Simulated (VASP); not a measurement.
BaTiO3:

```
Ba Ti O
1.0
     3.76124    0.00000    0.00000
     0.00000    3.76124    0.00000
     0.00000    0.00000    3.99410
Ba Ti O
1 1 3
Cartesian
  1.8806 1.8806 1.9970
  0.0000 0.0000 0.0000
  1.8806 0.0000 0.0000
  0.0000 1.8806 0.0000
  0.0000 0.0000 1.9970
```

This cell differs from its parent crystal: biaxial xy strain -5.8%.

Base run:

```yaml
Program: VASP 6.6.1
Functional: r2SCAN
Potentials_or_basis: VASP PAW PBE potentials, release 64 (Ba_sv, Ti_sv, O)
Cutoff: 520 eV
k_mesh: 6 × 6 × 6
Occupations: gaussian, width 0.01 eV
Spin: no spin polarisation
```

Its results: band gap on the k mesh 2.27 eV, indirect (least direct gap 2.34 eV); pressure 32.8 GPa.

Q: The run is repeated on the same cell with these changes: functional from r2SCAN to PBE; occupations from gaussian, width 0.01 eV to fermi-dirac, width 0.02 eV. What comes out?

A: Band gap on the k mesh 1.83 eV, indirect (least direct gap 1.90 eV); pressure 35.0 GPa.

Caveats: spin-orbit coupling is left out, which moves the levels of the heavy elements; the PAW data sets were made with another functional, which shifts forces and pressure a little (some runs).

A k mesh can miss the band edges.
